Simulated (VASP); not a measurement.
Input of a VASP 6.6.1 run:

The input INCAR:

```
PREC = Accurate
ENCUT = 520
EDIFF = 1E-7
ISMEAR = 0
SIGMA = 0.15
LREAL = F
LASPH = T
NELM = 100
ALGO = Normal
ISIF = 2
LWAVE = F
LCHARG = T
GGA = PE
IVDW = 12
LELF = T
LVHAR = T
NBANDS = 8
```

Contents of KPOINTS:

```
Automatic mesh
0
Gamma
  22 22 22
```

POSCAR

```
Al
1.0
    0.0000000000      2.3640957508      1.4874890464
    2.3640957508      0.0000000000      1.4874890464
    2.3640957508      2.3640957508      0.0000000000
Al
1
Direct
    0.0000000000      0.0000000000      0.0000000000
```

Potentials or basis: VASP PAW PBE potentials, release 64 (Al).

Launch:

```bash
$ cat potpaw_PBE.64/Al/POTCAR > POTCAR
$ mpirun -np 1 vasp_std > vasp.out
```

Q: What does it give for the pressure?

A: -2.1 GPa.

Q: Estimate the dispersion energy per atom.

A: -0.333 eV.

Stress tensor (GPa, compression positive):
```
-1.33  0.00  0.00
 0.00 -1.33  0.00
 0.00  0.00 -3.60
```

Caveat: pairwise dispersion overbinds metals, which lowers pressure and volume.
